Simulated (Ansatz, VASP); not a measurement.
**CsH: VASP beside Ansatz**

```
Cs H
1.0
     0.00000    2.93296    3.06048
     2.93296    0.00000    3.06048
     2.93296    2.93296    0.00000
Cs H
1 1
Direct
  0.00000 0.00000 0.00000
  0.50000 0.50000 0.50000
```

Change from the starting cell: strain -0.080 along x and y, -0.040 along z, atoms carried along.

Alike in both runs: task single point; functional r2SCAN; k mesh 6 × 6 × 6; occupations gaussian, width 0.05 eV; no spin polarisation.

|  | VASP | Ansatz |
| --- | --- | --- |
| version | VASP 6.6.1 | Ansatz 0.2.0 |
| potentials or method | VASP PAW PBE potentials, release 64 (Cs_sv, H), cutoff 520 eV | scalar-relativistic, plane waves, PAW |
| valence electrons in the cell | 10 | 10 |

```tsv
	VASP	Ansatz	Ansatz less VASP
gap on the k mesh at the Fermi level (eV)	2.33	2.36	+0.033
least direct gap on the mesh (eV)	2.33	2.36	+0.033
pressure (GPa)	3.2	3.1	-0.12
traceless stress, the component that is largest in VASP (GPa)	-1.38	-1.35	+0.030
```

VASP's potentials were made for PBE, not for r2SCAN. The functional is the same, so the differences come from potentials, cutoffs and numerics.

Neither program's run includes spin-orbit coupling.
